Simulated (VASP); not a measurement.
# CoSi2 in VASP: single point with PBEsol

Aim: the single point of CoSi2 with PBEsol.

All numbers are computed with VASP 6.6.1; they aren't measurements. Logs are shortened: lines on timing, memory, paths and dates and some standing lists are left out, and cuts for length are marked.

## 1. The cell of the first run

The typed cell holds 3 atoms: a = 3.757 Å, b = 3.756 Å, c = 3.757 Å, α = 60.00°, β = 60.00°, γ = 60.00°.

## 2. Single point, PBEsol

INCAR reads:

```
  PREC = Accurate
  ENCUT = 520
  EDIFF = 1E-6
  ISMEAR = 0
  SIGMA = 0.15
  LREAL = False
  LASPH = True
  NELM = 60
  ALGO = Normal
  ISIF = 2
  LWAVE = False
  LCHARG = False
  GGA = PS
  NBANDS = 16
```

KPOINTS reads:

```
regular mesh
0
Gamma
  12 12 12
```

POSCAR reads:

```
CoSi2
1.0
    0.0000353699      2.6565293867      2.6563189212
    2.6561766922      0.0001185865      2.6562357046
    2.6562247824      2.6564942603      0.0000704963
Co Si
1 2
Direct
    0.0000005201      0.0000004730      0.0000001724
    0.2500209665      0.2499280034      0.2499812476
    0.7499785134      0.7500715237      0.7500185799
```

Potentials or basis: VASP PAW PBE potentials, release 64 (Co, Si).

On the command line:

```console
> cat potpaw_PBE.64/Co/POTCAR potpaw_PBE.64/Si/POTCAR > POTCAR
> mpirun -np 1 vasp_std > vasp.out
```

OUTCAR:

```text
PREC = Accurate
   ENCUT = 520
   EDIFF = 1E-6
   ISMEAR = 0
   LREAL = False
   LASPH = True
   NELM = 60
   ISIF = 2
   GGA = PS

 ion  position               nearest neighbor table
   1  0.000  0.000  0.000-   2 2.30   3 2.30   3 2.30   2 2.30   3 2.30   2 2.30   3 2.30   2 2.30

   2  0.250  0.250  0.250-   1 2.30   1 2.30   1 2.30   1 2.30   3 2.66   3 2.66   3 2.66   3 2.66
                             3 2.66   3 2.66
   3  0.750  0.750  0.750-   1 2.30   1 2.30   1 2.30   1 2.30   2 2.66   2 2.66   2 2.66   2 2.66
                             2 2.66   2 2.66

  LATTYP: Found a base centered monoclinic cell.
 ALAT       =     6.5065584546
 B/A-ratio  =     0.5773345227
 C/A-ratio  =     1.4141698453
 COS(beta)  =    -0.9428020266

  Lattice vectors:

 A1 = (   2.6561413223,  -2.6564108002,  -0.0000832166)
 A2 = (  -0.0000480902,  -2.6563756738,   2.6561652083)
 A3 = (  -5.3122699243,   5.3126678875,  -5.3123176963)

Analysis of symmetry for initial positions (statically):
=====================================================================
 Subroutine PRICEL returns:
 Original cell was already a primitive cell.

 Routine SETGRP: Setting up the symmetry group for a
 base centered monoclinic supercell.

 Subroutine GETGRP returns: Found  2 space group operations
 (whereof  2 operations were pure point group operations)
 out of a pool of  4 trial point group operations.

The static configuration has the point symmetry S_2 .

Analysis of symmetry for dynamics (positions and initial velocities):
=====================================================================
 Subroutine PRICEL returns:
 Original cell was already a primitive cell.

 Routine SETGRP: Setting up the symmetry group for a
 base centered monoclinic supercell.

 Subroutine GETGRP returns: Found  2 space group operations
 (whereof  2 operations were pure point group operations)
 out of a pool of  4 trial point group operations.

The dynamic configuration has the point symmetry S_2 .

 Subroutine INISYM returns: Found  2 space group operations
 (whereof  2 operations are pure point group operations),
 and found     1 'primitive' translations

----------------------------------------------------------------------------------------

                                     Primitive cell

  volume of cell :      37.4850

  direct lattice vectors                    reciprocal lattice vectors
     0.000035370  2.656529387  2.656318921    -0.188242545  0.188218454  0.188229960
     2.656176692  0.000118587  2.656235705     0.188243446 -0.188229346  0.188241753
     2.656224782  2.656494260  0.000070496     0.188236631  0.188223432 -0.188240852

  length of vectors
     3.756751069  3.756442832  3.756659667     0.326024477  0.326038095  0.326030225

  position of ions in fractional coordinates (direct lattice)
     0.000000520  0.000000473  0.000000172
     0.250020967  0.249928003  0.249981248
     0.749978513  0.750071524  0.750018580

  ion indices of the primitive-cell ions
   primitive index   ion index
                 1           1
                 2           2
                 3           3

----------------------------------------------------------------------------------------

 KPOINTS: regular mesh

Automatic generation of k-mesh.
 Grid dimensions read from file:
 generate k-points for:   12   12   12

 Generating k-lattice:

  Cartesian coordinates                     Fractional coordinates (reciprocal lattice)
    -0.015686879  0.015684871  0.015685830     0.083333333  0.000000000 -0.000000000
     0.015686954 -0.015685779  0.015686813    -0.000000000  0.083333333  0.000000000
     0.015686386  0.015685286 -0.015686738     0.000000000  0.000000000  0.083333333

  Length of vectors
     0.027168706  0.027169841  0.027169185

  Shift w.r.t. Gamma in fractional coordinates (k-lattice)
     0.000000000  0.000000000  0.000000000

 Subroutine IBZKPT returns following result:
 ===========================================

 Found    868 irreducible k-points:

 Following reciprocal coordinates:
            Coordinates               Weight
  0.000000  0.000000  0.000000      1.000000
  0.083333  0.000000  0.000000      2.000000
  0.000000  0.000000 -0.083333      2.000000
  0.166667  0.000000  0.000000      2.000000
  0.000000  0.000000 -0.166667      2.000000
  0.250000 -0.000000  0.000000      2.000000
[... 16 lines left out ...]
  0.416667  0.083333  0.000000      2.000000
  0.000000 -0.083333 -0.416667      2.000000
 [... further k-points ...]
   k-points           NKPTS =    868   k-points in BZ     NKDIM =    868   number of bands    NBANDS=     16
   number of dos      NEDOS =    301   number of ions     NIONS =      3
   total plane-waves  NPLWV =  21952
   dimension x,y,z NGX =    28 NGY =   28 NGZ =   28
   dimension x,y,z NGXF=    56 NGYF=   56 NGZF=   56
   ions per type =               1   2
   NGX,Y,Z   is equivalent  to a cutoff of  12.39, 12.39, 12.39 a.u.
   NGXF,Y,Z  is equivalent  to a cutoff of  24.78, 24.78, 24.78 a.u.
 SYSTEM =  unknown system
   PREC   = accura    normal or accurate (medium, high low for compatibility)
   ISTART =      0    job   : 0-new  1-cont  2-samecut
   ICHARG =      2    charge: 1-file 2-atom 10-const
   ISPIN  =      1    spin polarized calculation?
   LNONCOLLINEAR =      F non collinear calculations
   LSORBIT =      F    spin-orbit coupling
   LASPH  =      T    aspherical Exc in radial PAW
   ENCUT  =  520.0 eV  38.22 Ry    6.18 a.u.   6.99  6.98  6.98*2*pi/ulx,y,z
   NELM   =     60;   NELMIN=  2; NELMDL= -5     # of ELM steps
   EDIFF  = 0.1E-05   stopping-criterion for ELM
   LREAL  =      F    real-space projection
   EDIFFG = 0.1E-04   stopping-criterion for IOM
   NSW    =      0    number of steps for IOM
   IBRION =     -1    ionic relax: 0-MD 1-quasi-New 2-CG
   NFREE  =      0    steps in history (QN), initial steepest desc. (CG)
   ISIF   =      2    stress and relaxation
   ISYM   =      2    0-nonsym 1-usesym 2-fastsym
   POTIM  = 0.5000    time-step for ionic-motion
   TEBEG  =    0.0;   TEEND  =   0.0 temperature during run
   PSTRESS=    0.0 pullay stress
   NELECT =      17.0000    total number of electrons
   NUPDOWN=      -1.0000    fix difference up-down
   EMIN   =  10.00;   EMAX   =-10.00  energy-range for DOS
   EFERMI =   0.00;   METHOD = LEGACY
   ISMEAR =     0;   SIGMA  =   0.15  broadening in eV -4-tet -1-fermi 0-gaus
   EFERMI_NEDOS =   21; number of points for ismear=-14 and -15
   IALGO  =     38    algorithm
   IMIX   =      4    mixing-type and parameters
     AMIX     =   0.40;   BMIX     =  1.00
     AMIX_MAG =   1.60;   BMIX_MAG =  1.00
  volume/ion in A,a.u.               =      12.50        84.32
  Fermi-wavevector in a.u.,A,eV,Ry     =   1.257782  2.376863 21.524615  1.582015
  Thomas-Fermi vector in A             =   2.391424
   LORBIT       =      0    0 simple, 1 ext, 2 COOP (PROOUT), +10 PAW based schemes
   GGA     = PS    functional components
   LHFCALC =     F    Hartree Fock is set to
   AEXX    =    0.0000 exact exchange contribution
   IVDW    =     0    specifies the selected vdW correction
   LEPSILON=     F    determine dielectric tensor
   LRPA    =     F    only Hartree local field effects (RPA)
 non-spin polarized calculation
 Gauss-broadening in eV      SIGMA  =   0.15
  energy-cutoff  :      520.00
  volume of cell :       37.49
 maximum number of plane-waves:      1036
   NGX = 13   NGY = 13   NGZ = 13

 number of electron      17.0000005 magnetization

 Free energy of the ion-electron system (eV)
  ---------------------------------------------------
  ext. energy  EPLUGINS =         0.00000000
  ---------------------------------------------------
  free energy    TOTEN  =       -20.98808714 eV

  energy without entropy =      -20.97784548  energy(sigma->0) =      -20.98296631

 E-fermi :  10.3103     XC(G=0): -11.9677

 val. band max:       10.2997828303   @ k =   0.4167   0.2500   0.0833
 cond. band min:      10.3406435203   @ k =  -0.3333   0.0833   0.0833
 fundamental gap:      0.0408606900
 Fermi energy:        10.3102719207

 k-point     1 :       0.0000    0.0000    0.0000
  band No.  band energies     occupation
      1      -2.9808      2.00000
      2       6.1359      2.00000
      3       6.1361      2.00000
      4       6.1369      2.00000
      5       8.3404      2.00000
      6       8.3408      2.00000
[... 8 lines left out ...]
     15      16.0935      0.00000
     16      16.0941      0.00000

 k-point     2 :       0.0833    0.0000    0.0000
  band No.  band energies     occupation
      1      -2.8733      2.00000
      2       5.8846      2.00000
      3       6.1743      2.00000
      4       6.1751      2.00000
      5       8.3074      2.00000
      6       8.3078      2.00000
[... 8 lines left out ...]
     15      15.7360      0.00000
     16      15.8922      0.00000

 k-point     3 :       0.0000    0.0000   -0.0833
  band No.  band energies     occupation
      1      -2.8733      2.00000
      2       5.8849      2.00000
      3       6.1743      2.00000
      4       6.1749      2.00000
      5       8.3074      2.00000
      6       8.3079      2.00000
[... 8 lines left out ...]
     15      15.7359      0.00000
     16      15.8916      0.00000

 k-point     4 :       0.1667    0.0000    0.0000
  band No.  band energies     occupation
      1      -2.5525      2.00000
      2       5.2051      2.00000
      3       6.2795      2.00000
      4       6.2801      2.00000
      5       8.2355      2.00000
      6       8.2359      2.00000
[... 8 lines left out ...]
     15      15.9281      0.00000
     16      16.7479      0.00000
[... 324 lines left out ...]
 k-point    22 :       0.0000   -0.0833   -0.3333
  band No.  band energies     occupation
      1      -1.4719      2.00000
      2       3.5157      2.00000
      3       6.4081      2.00000
      4       6.5098      2.00000
      5       7.8507      2.00000
      6       8.4601      2.00000
[... 8 lines left out ...]
     15      18.9470      0.00000
     16      19.4312      0.00000

 k-point    23 :       0.4167    0.0833    0.0000
  band No.  band energies     occupation
      1      -0.6353      2.00000
      2       2.3442      2.00000
      3       6.5265      2.00000
      4       6.5323      2.00000
      5       7.8992      2.00000
      6       8.3626      2.00000
[... 8 lines left out ...]
     15      20.3113      0.00000
     16      20.7992      0.00000

 k-point    24 :       0.0000   -0.0833   -0.4167
  band No.  band energies     occupation
      1      -0.6353      2.00000
      2       2.3444      2.00000
      3       6.5261      2.00000
      4       6.5318      2.00000
      5       7.8997      2.00000
      6       8.3630      2.00000
[... 8 lines left out ...]
     15      20.3111      0.00000
     16      20.7996      0.00000

 [... further k-points ...]

------------------------ aborting loop because EDIFF is reached ----------------------------------------

  FORCE on cell =-STRESS in cart. coord.  units (eV):
  Direction    XX          YY          ZZ          XY          YZ          ZX
  --------------------------------------------------------------------------------------
  -------------------------------------------------------------------------------------
  Total        0.0034382      0.0009636      0.0028930      0.0013550      0.0023515      0.0000639
  in kB        0.1469530      0.0411857      0.1236536      0.0579143      0.1005053      0.0027308
  external PRESSURE =       0.1039308 kB  Pullay stress =       0.0000000 kB

 VOLUME and BASIS-vectors are now :
 -----------------------------------------------------------------------------
  energy-cutoff  :      520.00
  volume of cell :       37.49
      direct lattice vectors                 reciprocal lattice vectors
     0.000035370  2.656529387  2.656318921    -0.188242545  0.188218454  0.188229960
     2.656176692  0.000118587  2.656235705     0.188243446 -0.188229346  0.188241753
     2.656224782  2.656494260  0.000070496     0.188236631  0.188223432 -0.188240852

 POSITION                                       TOTAL-FORCE (eV/Angst)
 -----------------------------------------------------------------------------------
      0.00000      0.00000      0.00000        -0.000000     -0.000000     -0.000000
      1.32787      1.32829      1.32802         0.002395     -0.000038      0.001347
      3.98457      3.98485      3.98460        -0.002395      0.000038     -0.001347
 -----------------------------------------------------------------------------------
    total drift:                               -0.000157     -0.000169     -0.000242

  FREE ENERGIE OF THE ION-ELECTRON SYSTEM (eV)
  ---------------------------------------------------
  free  energy   TOTEN  =       -20.9880871368 eV

  energy  without entropy=      -20.9778454775  energy(sigma->0) =      -20.98296631
```

Wall time 9.9 min (1 thread of Intel Xeon 8259CL, shared host); peak memory 0.58 GiB.

Results:

| Quantity | Value |
| --- | --- |
| Free energy | -20.9881 eV |
| Pressure | 0.0 GPa |
| Band gap on the k mesh | zero (an odd number of electrons rules out a gap without spin polarisation) |

Forces on the atoms (eV/Å):
```
Co   0.000  0.000  0.000
Si   0.002  0.000  0.001
Si  -0.002  0.000 -0.001
```

Caveat: the PAW data sets were made with another functional, which shifts forces and pressure a little; the run has no spin polarisation, though such a crystal can be magnetic. Spin polarisation is off, so any magnetic state and its effect on volume and gap are missing.
